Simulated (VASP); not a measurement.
The system is CsBe3Ag.

```
CELL_PARAMETERS angstrom
3.87881 0.00000 0.00000
0.00000 3.87881 0.00000
0.00000 0.00000 7.45200
ATOMIC_POSITIONS crystal
Cs 0.50000 0.50000 0.72851
Be 0.50000 0.00000 0.28991
Be 0.00000 0.50000 0.28991
Be 0.00000 0.00000 0.40422
Ag 0.00000 0.00000 0.08785
```

The cell was generated, and may not be a known phase.

| Property | Result |
| --- | --- |
| Program | VASP 6.6.1 |
| Task | relaxation of cell and atoms |
| Functional | PBE |
| Potentials or basis | VASP PAW PBE potentials, release 64 (Cs_sv, Be, Ag) |
| Cutoff | 600 eV |
| k mesh | 10 × 10 × 6 |
| Occupations | gaussian, width 0.1 eV |
| Spin | no spin polarisation |

At the start: pressure 0.2 GPa; volume 22.42 Å³/atom.

**Question.** Where does the relaxation end?

**Answer.** Over 9 steps the energy falls by 9.7 meV/atom and the volume is 23.11 Å³/atom (+3.1 %); space group P4mm (No. 99, to 0.1 Å) before and after.

The path:
| step | energy change (eV) | largest force (eV/Å) | pressure (GPa) | volume (Å³) |
| --- | --- | --- | --- | --- |
| 1 | 0.0000 | 0.3085 | 0.24 | 112.12 |
| 2 | -0.0123 | 0.2661 | 0.22 | 112.66 |
| 3 | -0.0388 | 0.1137 | 0.15 | 114.30 |
| 4 | -0.0291 | 0.4043 | 0.08 | 117.56 |
| 5 | -0.0462 | 0.1522 | 0.10 | 115.52 |
| 6 | -0.0463 | 0.1584 | 0.09 | 115.66 |
| 7 | -0.0476 | 0.0531 | -0.23 | 116.30 |
| 8 | -0.0478 | 0.0227 | -0.15 | 116.13 |
| 9 | -0.0483 | 0.0095 | -0.03 | 115.55 |

Final structure:
```cif
data_structure
_symmetry_space_group_name_H-M 'P 1'
_symmetry_Int_Tables_number 1
_cell_length_a 3.9651
_cell_length_b 3.9651
_cell_length_c 7.3497
_cell_angle_alpha 90.000
_cell_angle_beta 90.000
_cell_angle_gamma 90.000
_cell_volume 115.55
loop_
_atom_site_label
_atom_site_type_symbol
_atom_site_fract_x
_atom_site_fract_y
_atom_site_fract_z
_atom_site_occupancy
Cs1 Cs 0.50000 0.50000 0.72619 1
Be1 Be 0.50000 0.00000 0.30054 1
Be2 Be 0.00000 0.50000 0.30054 1
Be3 Be 0.00000 0.00000 0.39143 1
Ag1 Ag 0.00000 0.00000 0.08170 1
```
